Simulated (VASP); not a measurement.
Input of a VASP 6.6.1 run:

The input INCAR:

```
SYSTEM = Ru
PREC = Accurate
ENCUT = 520
EDIFF = 1E-6
ISMEAR = -1
SIGMA = 0.05
LREAL = .FALSE.
LASPH = .TRUE.
NELM = 60
ALGO = Fast
ISIF = 2
LWAVE = .FALSE.
LCHARG = .TRUE.
GGA = RP
LELF = .TRUE.
LVHAR = .TRUE.
NBANDS = 21
```

The input KPOINTS:

```
regular mesh
0
G
  11 11 6
  0 0 0
```

POSCAR

```
Ru
1.0
    2.7414067149      0.0000000000      0.0000000000
   -1.3707033574      2.3741278572      0.0000000000
    0.0000000000      0.0000000000      4.3382472512
Ru
2
Direct
    0.6666666667      0.3333333333      0.7500000000
    0.3333333333      0.6666666667      0.2500000000
```

Potentials or basis: VASP PAW PBE potentials, release 64 (Ru_pv).

The run is started by

```bash
$ cat potpaw_PBE.64/Ru_pv/POTCAR > POTCAR
$ mpirun -np 1 vasp_std > vasp.out
```

Question: What does it give for the band gap on the k mesh?

Answer: Zero (band 14 reaches 13.61 eV, above the bottom of band 15 at 10.74 eV).

Question: What does it give for the pressure?

Answer: -3.1 GPa.

Stress tensor (GPa, compression positive):
```
-2.93  0.00  0.00
 0.00 -2.93  0.00
 0.00  0.00 -3.56
```

Caveat: the PAW data sets were made with another functional, which shifts forces and pressure a little.
